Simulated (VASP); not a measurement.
## Hf: single point with LDA

Hf:

```
CELL_PARAMETERS angstrom
3.19238 0.00000 0.00000
-1.59619 2.76469 0.00000
0.00000 0.00000 5.04504
ATOMIC_POSITIONS crystal
Hf 0.33333 0.66667 0.24802
Hf 0.66667 0.33333 0.75000
```

| Quantity | Value |
| --- | --- |
| Program | VASP 6.6.1 |
| Task | single point |
| Functional | LDA |
| Potentials or basis | VASP PAW LDA potentials, release 64 (Hf_pv) |
| Cutoff | 520 eV |
| k mesh | 20 × 20 × 11 |
| Occupations | gaussian, width 0.15 eV |
| Spin | no spin polarisation |
| Dipole correction | no |
| Further INCAR settings | ALGO = Fast; EDIFF = 1e-07; NBANDS = 17 |

| Property | Result |
| --- | --- |
| Pressure | -7.1 GPa |
| Largest force | 0.024 eV/Å |
| Band gap on the k mesh | zero (bands 10 and 11 overlap by 1.44 eV) |

Forces in eV/Å, atoms in the order of the input:
```
Hf   0.000  0.000  0.024
Hf   0.000  0.000 -0.024
```

Levels at points of the mesh, in eV from the Fermi level:
```tsv
k point	band 8	band 9	band 10	band 11	band 12	band 13
(0.00, 0.00, 0.00)	-3.72	0.82	1.10	1.10	1.40	1.92
(0.50, 0.00, 0.00)	-2.78	-2.25	-0.70	0.70	0.87	1.66
```

Run time: 2.7 min on 1 thread of Intel(R) Xeon(R) Platinum 8488C (Sapphire Rapids) (shared host), peak memory 0.35 GiB.

Caveat: the cell stands under tension; spin-orbit coupling is left out, which moves the levels of the heavy elements.
